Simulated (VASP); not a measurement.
Here is a VASP 6.6.1 calculation.

File POSCAR:

```
BN
1.0
    0.0000000000      1.8401960150      1.7586109700
    1.8401960150      0.0000000000      1.7586109700
    1.8401960150      1.8401960150      0.0000000000
B N
1 1
Direct
    0.0000000000      0.0000000000      0.0000000000
    0.7500000000      0.7500000000      0.7500000000
```

File INCAR.step1:

```
PREC = Accurate
ENCUT = 520
ISMEAR = 0
SIGMA = 0.05
LREAL = F
LASPH = T
NELM = 60
NBANDS = 11
GGA = PE
ALGO = Normal
EDIFF = 1E-4
LWAVE = T
LCHARG = F
```

Contents of INCAR.step2:

```
PREC = Accurate
ENCUT = 520
EDIFF = 1E-6
ISMEAR = 0
SIGMA = 0.05
LREAL = F
LASPH = T
NELM = 60
ALGO = Normal
ISIF = 2
LWAVE = F
LCHARG = F
METAGGA = R2SCAN
LMIXTAU = T
NBANDS = 11
ISTART = 1
```

KPOINTS

```
regular mesh
0
Gamma
  12 12 12
```

Potentials or basis: VASP PAW PBE potentials, release 64 (B, N).

Command:

```console
$ cat potpaw_PBE.64/B/POTCAR potpaw_PBE.64/N/POTCAR > POTCAR
$ cp INCAR.step1 INCAR
$ mpirun -np 1 vasp_std > vasp.out
$ cp INCAR.step2 INCAR
$ mpirun -np 1 vasp_std > vasp.out
```

Problem. What does it give for the pressure?

Solution. -3.9 GPa.

Problem. What does it give for the band gap on the k mesh?

Solution. 4.18 eV, indirect (least direct gap 9.01 eV).

Stress tensor (GPa, compression positive):
```
-12.88   0.00   0.00
  0.00 -12.88   0.00
  0.00   0.00  14.20
```

Caveat: the cell differs from its parent crystal (strain +0.015 along x and y, -0.030 along z); the PAW data sets were made with another functional, which shifts forces and pressure a little. A k mesh can miss the band edges.
